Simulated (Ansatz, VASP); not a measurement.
## Two plane-wave programs on B

```
B
1.0
     2.65298   -1.66363    0.00000
     2.65298    1.66363    0.00000
     0.00000    0.00000    2.98321
B
4
Cartesian
  3.5195 0.5040 0.7458
  3.5195 -0.5040 2.2374
  1.7864 0.5040 0.7458
  1.7864 -0.5040 2.2374
```

Change from the starting cell: the structure that the rattled iodine type (Cmce, No. 64) fell into.

Alike in both runs: functional PBE; k mesh 16 × 16 × 16; occupations gaussian, width 0.1 eV; no spin polarisation.

Ansatz relaxed the structure, and its values are those at the end. VASP's run is a single point on that final structure, the one shown.

|  | VASP | Ansatz |
| --- | --- | --- |
| version | VASP 6.6.1 | Ansatz 0.2.0 |
| potentials or method | VASP PAW PBE potentials, release 64 (B), cutoff 520 eV | scalar-relativistic, plane waves, PAW |
| valence electrons in the cell | 12 | 12 |

Ansatz gave:

| Item | Value |
| --- | --- |
| gap on the k mesh at the Fermi level (eV) | none |
| pressure (GPa) | 0.0 |
| rms of the force components (eV/Å) | 0.001 |

Q: Which values does VASP return?

A: gap on the k mesh at the Fermi level (eV): none; pressure (GPa): 0.0; rms of the force components (eV/Å): 0.004.

A gap of «none» marks a metal or a gap that the smearing closes.
